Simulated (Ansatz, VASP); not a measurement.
# Two plane-wave programs on BP

```
B P
1.0
     0.00000    2.28925    2.28925
     2.28925    0.00000    2.28925
     2.28925    2.28925    0.00000
B P
1 1
Cartesian
  0.0000 0.0000 0.0000
  3.4339 3.4339 3.4339
```

Alike in both runs: task single point; functional PBE; k mesh 10 × 10 × 10; no spin polarisation.

```csv
,VASP,Ansatz
version,VASP 6.6.1,Ansatz 0.2.0
potentials or method,"VASP PAW PBE potentials, release 64 (B, P), cutoff 520 eV","scalar-relativistic, plane waves, PAW"
occupations,"gaussian, width 0.01 eV",fixed
valence electrons in the cell,8,8
```

|  | VASP | Ansatz | Ansatz less VASP |
| --- | --- | --- | --- |
| gap on the k mesh at the Fermi level (eV) | 1.28 | 1.28 | +0.004 |
| least direct gap on the mesh (eV) | 3.36 | 3.37 | +0.003 |
| pressure (GPa) | -3.3 | -3.1 | +0.21 |
